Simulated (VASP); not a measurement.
# TiSi (Cmmm) in VASP: single point with PBEsol

Aim: the single point of TiSi with PBEsol.

Everything below comes from runs of VASP 6.6.1. Logs are shortened: lines on timing, memory, paths and dates and some standing lists are left out, and cuts for length are marked.

## 1. The cell of the first run

It takes space group Cmmm (No. 65, orthorhombic). Conventional cell: a = 3.606 Å, b = 4.132 Å, c = 3.793 Å, α = 90.00°, β = 90.00°, γ = 90.00°. Ti (site symmetry mmm) has 8 Si at 2.62 to 2.80 Å and 8 Ti at 2.74 to 3.79 Å within 3.8 Å. Within 3.8 Å of Si (site symmetry mmm) lie 8 Ti at 2.62 to 2.80 Å and 8 Si at 2.74 to 3.79 Å.

## 2. Single point, PBEsol

INCAR

```
ALGO = Normal
EDIFF = 1E-6
ENCUT = 500
GGA = PS
GGA_COMPAT = F
ISIF = 2
ISMEAR = 0
LASPH = T
LCHARG = T
LELF = T
LREAL = F
LVHAR = T
LWAVE = F
NBANDS = 24
NELM = 120
PREC = Accurate
SIGMA = 0.15
```

KPOINTS

```
k-points
0
Gamma
  10 10 8
```

POSCAR

```
TiSi
1.0
    0.0000000000      3.6056911693      0.0000000000
   -3.7931646537      0.0000000000      0.0000000000
    0.0000000000      0.0000000000      4.1319875704
Ti Si
2 2
Direct
    0.0000028210      0.0000012024      0.0507453290
    0.4999971803     -0.0000012043      0.5507543137
   -0.0000058389      0.4999977642      0.5507306524
    0.5000058377      0.5000022376      0.0507697050
```

Potentials or basis: VASP PAW PBE potentials, release 64 (Ti_sv, Si).

Launch:

```console
$ cat potpaw_PBE.64/Ti_sv/POTCAR potpaw_PBE.64/Si/POTCAR > POTCAR
$ mpirun -np 1 vasp_std > vasp.out
```

OUTCAR:

```text
EDIFF = 1E-6
   ENCUT = 500
   GGA = PS
   ISIF = 2
   ISMEAR = 0
   LASPH = T
   LREAL = F
   NELM = 120
   PREC = Accurate

 ion  position               nearest neighbor table
   1  0.000  0.000  0.051-   4 2.62   4 2.62   4 2.62   4 2.62   2 2.74   2 2.74   2 2.74   2 2.74
                             3 2.80   3 2.80   3 2.80   3 2.80
   2  0.500  1.000  0.551-   3 2.62   3 2.62   3 2.62   3 2.62   1 2.74   1 2.74   1 2.74   1 2.74
                             4 2.80   4 2.80   4 2.80   4 2.80
   3  1.000  0.500  0.551-   2 2.62   2 2.62   2 2.62   2 2.62   4 2.74   4 2.74   4 2.74   4 2.74
                             1 2.80   1 2.80   1 2.80   1 2.80
   4  0.500  0.500  0.051-   1 2.62   1 2.62   1 2.62   1 2.62   3 2.74   3 2.74   3 2.74   3 2.74
                             2 2.80   2 2.80   2 2.80   2 2.80

  LATTYP: Found a simple orthorhombic cell.
 ALAT       =     3.6056911693
 B/A-ratio  =     1.0519937720
 C/A-ratio  =     1.1459626952

  Lattice vectors:

 A1 = (   0.0000000000,   3.6056911693,   0.0000000000)
 A2 = (  -3.7931646537,   0.0000000000,   0.0000000000)
 A3 = (   0.0000000000,   0.0000000000,   4.1319875704)

Analysis of symmetry for initial positions (statically):
=====================================================================
 Subroutine PRICEL returns:
 Original cell was already a primitive cell.

 Routine SETGRP: Setting up the symmetry group for a
 simple orthorhombic supercell.

 Subroutine GETGRP returns: Found  4 space group operations
 (whereof  2 operations were pure point group operations)
 out of a pool of  8 trial point group operations.

The static configuration has the point symmetry C_1h.
 The point group associated with its full space group is C_2h.

Analysis of symmetry for dynamics (positions and initial velocities):
=====================================================================
 Subroutine PRICEL returns:
 Original cell was already a primitive cell.

 Routine SETGRP: Setting up the symmetry group for a
 simple orthorhombic supercell.

 Subroutine GETGRP returns: Found  4 space group operations
 (whereof  2 operations were pure point group operations)
 out of a pool of  8 trial point group operations.

The dynamic configuration has the point symmetry C_1h.
 The point group associated with its full space group is C_2h.

 Subroutine INISYM returns: Found  4 space group operations
 (whereof  2 operations are pure point group operations),
 and found     1 'primitive' translations

[... 98 lines left out ...]
   EDIFF  = 0.1E-05   stopping-criterion for ELM
   LREAL  =      F    real-space projection
   EDIFFG = 0.1E-04   stopping-criterion for IOM
   NSW    =      0    number of steps for IOM
   IBRION =     -1    ionic relax: 0-MD 1-quasi-New 2-CG
   NFREE  =      0    steps in history (QN), initial steepest desc. (CG)
   ISIF   =      2    stress and relaxation
   ISYM   =      2    0-nonsym 1-usesym 2-fastsym
   POTIM  = 0.5000    time-step for ionic-motion
   TEBEG  =    0.0;   TEEND  =   0.0 temperature during run
   PSTRESS=    0.0 pullay stress
   NELECT =      32.0000    total number of electrons
   NUPDOWN=      -1.0000    fix difference up-down
   EMIN   =  10.00;   EMAX   =-10.00  energy-range for DOS
   EFERMI =   0.00;   METHOD = LEGACY
   ISMEAR =     0;   SIGMA  =   0.15  broadening in eV -4-tet -1-fermi 0-gaus
   EFERMI_NEDOS =   21; number of points for ismear=-14 and -15
   IALGO  =     38    algorithm
   IMIX   =      4    mixing-type and parameters
     AMIX     =   0.40;   BMIX     =  1.00
     AMIX_MAG =   1.60;   BMIX_MAG =  1.00
  volume/ion in A,a.u.               =      14.13        95.34
  Fermi-wavevector in a.u.,A,eV,Ry     =   1.354384  2.559414 24.957921  1.834355
  Thomas-Fermi vector in A             =   2.481560
   LORBIT       =      0    0 simple, 1 ext, 2 COOP (PROOUT), +10 PAW based schemes
   GGA     = PS    functional components
   LHFCALC =     F    Hartree Fock is set to
   AEXX    =    0.0000 exact exchange contribution
   IVDW    =     0    specifies the selected vdW correction
   LEPSILON=     F    determine dielectric tensor
   LRPA    =     F    only Hartree local field effects (RPA)
 non-spin polarized calculation
 Gauss-broadening in eV      SIGMA  =   0.15
  energy-cutoff  :      500.00
  volume of cell :       56.51
 maximum number of plane-waves:      1450
 NGX is ok and might be reduce to    28
   NGX = 13   NGY = 13   NGZ = 15

 number of electron      32.0000015 magnetization

 Free energy of the ion-electron system (eV)
  ---------------------------------------------------
  ext. energy  EPLUGINS =         0.00000000
  ---------------------------------------------------
  free energy    TOTEN  =       -30.66635367 eV

  energy without entropy =      -30.64076301  energy(sigma->0) =      -30.65355834

 E-fermi :  10.5070     XC(G=0): -11.9961

 val. band max:       10.4877371862   @ k =   0.0000   0.3000   0.0000
 cond. band min:      10.5090821398   @ k =   0.2000  -0.2000  -0.2500
 fundamental gap:      0.0213449536
 Fermi energy:        10.5070018725

 k-point     1 :       0.0000    0.0000    0.0000
  band No.  band energies     occupation
      1     -45.9255      2.00000
      2     -45.7592      2.00000
      3     -22.5075      2.00000
      4     -22.4503      2.00000
      5     -22.4319      2.00000
      6     -22.2897      2.00000
[... 637 lines left out ...]
     23      14.3081      0.00000
     24      14.3081      0.00000

 [... further k-points ...]

------------------------ aborting loop because EDIFF is reached ----------------------------------------

  FORCE on cell =-STRESS in cart. coord.  units (eV):
  Direction    XX          YY          ZZ          XY          YZ          ZX
  --------------------------------------------------------------------------------------
  -------------------------------------------------------------------------------------
  Total        0.0162998      0.1008806     -0.1441441      0.0000000      0.0000055      0.0000000
  in kB        0.4621074      2.8600209     -4.0865620      0.0000000      0.0001558      0.0000000
  external PRESSURE =      -0.2548112 kB  Pullay stress =       0.0000000 kB

 VOLUME and BASIS-vectors are now :
 -----------------------------------------------------------------------------
  energy-cutoff  :      500.00
  volume of cell :       56.51
      direct lattice vectors                 reciprocal lattice vectors
     0.000000000  3.605691169  0.000000000     0.000000000  0.277339337  0.000000000
    -3.793164654  0.000000000  0.000000000    -0.263632110  0.000000000  0.000000000
     0.000000000  0.000000000  4.131987570     0.000000000  0.000000000  0.242014281

 POSITION                                       TOTAL-FORCE (eV/Angst)
 -----------------------------------------------------------------------------------
     -0.00000      0.00001      0.20968         0.000000     -0.000071      0.000077
     -3.79316      1.80284      2.27571         0.000000      0.000071     -0.000077
     -1.89657      3.60567      2.27561         0.000000      0.000138      0.000329
     -1.89659      1.80287      0.20978         0.000000     -0.000138     -0.000329
 -----------------------------------------------------------------------------------
    total drift:                               -0.000016     -0.000000     -0.000022

  FREE ENERGIE OF THE ION-ELECTRON SYSTEM (eV)
  ---------------------------------------------------
  free  energy   TOTEN  =       -30.6663536688 eV

  energy  without entropy=      -30.6407630063  energy(sigma->0) =      -30.65355834
```

Wall time 3.5 min (1 thread of Oxide Virtual Turin-like, shared host); peak memory 0.34 GiB.

Results:

```yaml
Free_energy: -30.6664 eV
Pressure: 0.0 GPa
Band_gap_on_the_k_mesh: zero (bands 16 and 17 overlap by 1.78 eV)
```

Caveat: the PAW data sets were made with another functional, which shifts forces and pressure a little.

The gap in the log of VASP goes by the Fermi energy; the results here count the filled bands.